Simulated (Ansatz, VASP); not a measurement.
**One calculation of SeO, two programs**

```
Se O
1.0
     1.46621   -4.14720    0.00000
     1.46621    4.14720    0.00000
     0.00000    0.00000    5.64892
Se O
2 2
Direct
  0.95266 0.04734 0.75000
  0.04734 0.95266 0.25000
  0.75274 0.24726 0.75000
  0.24726 0.75274 0.25000
```

Alike in both runs: functional PBE; k mesh 16 × 16 × 8; occupations gaussian, width 0.1 eV; no spin polarisation.

Ansatz relaxed the structure, and its values are those at the end. VASP's run is a single point on that final structure, the one shown.

|  | VASP | Ansatz |
| --- | --- | --- |
| version | VASP 6.6.1 | Ansatz 0.2.0 |
| potentials or method | VASP PAW PBE potentials, release 64 (Se, O), cutoff 520 eV | scalar-relativistic, plane waves, PAW |
| valence electrons in the cell | 24 | 44 |

Ansatz gave:

| Item | Value |
| --- | --- |
| gap on the k mesh at the Fermi level (eV) | none |
| pressure (GPa) | 0.0 |
| rms of the force components (eV/Å) | 0.000 |

Problem. Which values does VASP return?

Solution. gap on the k mesh at the Fermi level (eV): none; pressure (GPa): 0.7; rms of the force components (eV/Å): 0.184.

A gap of «none» marks a metal or a gap that the smearing closes. The functional is the same, so the differences come from potentials, cutoffs and numerics. VASP's potentials hold 24 valence electrons a cell and Ansatz's 44, so a difference there can come from the potentials and not from the codes.
